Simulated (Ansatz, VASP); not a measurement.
Two plane-wave programs on GaN

```xyz
2
Lattice="0.0000 2.1634 2.0732 2.1634 0.0000 2.0732 2.1634 2.1634 0.0000" Properties=species:S:1:pos:R:3 pbc="T T T"
Ga    0.0000    0.0000    0.0000
N     3.2450    3.2450    3.1098
```

Change from the starting cell: strain -0.040 along x and y, -0.080 along z, atoms carried along.

Alike in both runs: task single point; functional r2SCAN; k mesh 10 × 10 × 10; occupations gaussian, width 0.05 eV; no spin polarisation.

```csv
,VASP,Ansatz
version,VASP 6.6.1,Ansatz 0.2.0
potentials or method,"VASP PAW PBE potentials, release 64 (Ga_d, N), cutoff 520 eV","scalar-relativistic, plane waves, PAW"
valence electrons in the cell,18,18
```

|  | VASP | Ansatz | Ansatz less VASP |
| --- | --- | --- | --- |
| gap on the k mesh at the Fermi level (eV) | 3.08 | 3.10 | +0.018 |
| least direct gap on the mesh (eV) | 3.08 | 3.10 | +0.018 |
| pressure (GPa) | 45.4 | 43.6 | -1.77 |
| traceless stress, the component that is largest in VASP (GPa) | 2.41 | 2.48 | +0.066 |

VASP's potentials were made for PBE, not for r2SCAN. Both programs put the cell under a high pressure, so it lies far from rest at this level. The functional is the same, so the differences come from potentials, cutoffs and numerics.
